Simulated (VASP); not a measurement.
Cu, 1 atom in the cell. The structure is tetragonal, space group I4/mmm (No. 139). Conventional cell: a = 2.951 Å, b = 2.951 Å, c = 2.815 Å, α = 90.00°, β = 90.00°, γ = 90.00°. Cu (site symmetry 4/mmm) has 14 Cu at 2.52 to 2.95 Å within 3.3 Å. 

```yaml
Program: VASP 6.6.1
Task: single point
Functional: PBEsol
Potentials_or_basis: VASP PAW PBE potentials, release 64 (Cu)
Cutoff: 520 eV
k_mesh: 14 × 14 × 14
Occupations: methfessel-paxton, width 0.1 eV
Spin: no spin polarisation
Dipole_correction: no
Further_INCAR_settings: ALGO = Normal; EDIFF = 1e-07; NBANDS = 12
```

Potentials or basis: VASP PAW PBE potentials, release 64 (Cu).

Launch:

```sh
$ cat potpaw_PBE.64/Cu/POTCAR > POTCAR
$ mpirun -np 1 vasp_std > vasp.out
```

Hardware: 1 thread of AMD EPYC 7R13, on a shared host.

Question: How long does it take, and how much memory?

Answer: Run time: 50 s on 1 thread of AMD EPYC 7R13, with other jobs on the host, peak memory 0.12 GiB. Counts: scf iterations 12, k points 244.
